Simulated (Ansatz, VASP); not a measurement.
One calculation of Ca, two programs

```
CELL_PARAMETERS angstrom
0.00000 2.66880 2.66880
2.66880 0.00000 2.66880
2.66880 2.66880 0.00000
ATOMIC_POSITIONS crystal
Ca 0.00000 0.00000 0.00000
```

Alike in both runs: functional LDA; k mesh 14 × 14 × 14; occupations gaussian, width 0.1 eV; no spin polarisation.

Ansatz relaxed the structure, and its values are those at the end. VASP's run is a single point on that final structure, the one shown.

|  | VASP | Ansatz |
| --- | --- | --- |
| version | VASP 6.6.1 | Ansatz 0.2.0 |
| potentials or method | VASP PAW LDA potentials, release 64 (Ca_sv), cutoff 520 eV | scalar-relativistic, plane waves, PAW |
| valence electrons in the cell | 10 | 10 |

```csv
,VASP,Ansatz,Ansatz less VASP
gap on the k mesh at the Fermi level (eV),none,none,-
pressure (GPa),0.0,0.0,0.00
```

Ansatz warns that its potentials were made for another functional, while VASP's fit it. LDA's correlation is that of Perdew and Zunger in VASP and of Perdew and Wang (1992) in Ansatz. A gap of «none» marks a metal or a gap that the smearing closes.
